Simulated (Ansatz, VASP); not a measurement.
Two plane-wave programs on MgS

```
Mg S
1.0
     3.61091    0.00000    0.00000
    -1.80545    3.12714    0.00000
     0.00000    0.00000    3.30526
Mg S
1 1
Direct
  0.33333 0.66667 0.50000
  0.00000 0.00000 0.00000
```

Change from the starting cell: species swapped into the LaDy type (P-6m2, No. 187).

Alike in both runs: functional PBE; k mesh 12 × 12 × 8; occupations gaussian, width 0.02 eV; no spin polarisation.

Ansatz relaxed the structure, and its values are those at the end. VASP's run is a single point on that final structure, the one shown.

|  | VASP | Ansatz |
| --- | --- | --- |
| version | VASP 6.6.1 | Ansatz 0.2.0 |
| potentials or method | VASP PAW PBE potentials, release 64 (Mg, S), cutoff 520 eV | scalar-relativistic, plane waves, PAW |
| valence electrons in the cell | 8 | 16 |

```csv
,VASP,Ansatz,Ansatz less VASP
gap on the k mesh at the Fermi level (eV),1.14,1.15,+0.016
least direct gap on the mesh (eV),2.11,2.12,+0.015
pressure (GPa),-0.3,0.0,+0.28
```

With one functional, cell and mesh, what is left measures potentials, basis and numerics. VASP's potentials hold 8 valence electrons a cell and Ansatz's 16, so a difference there can come from the potentials and not from the codes.
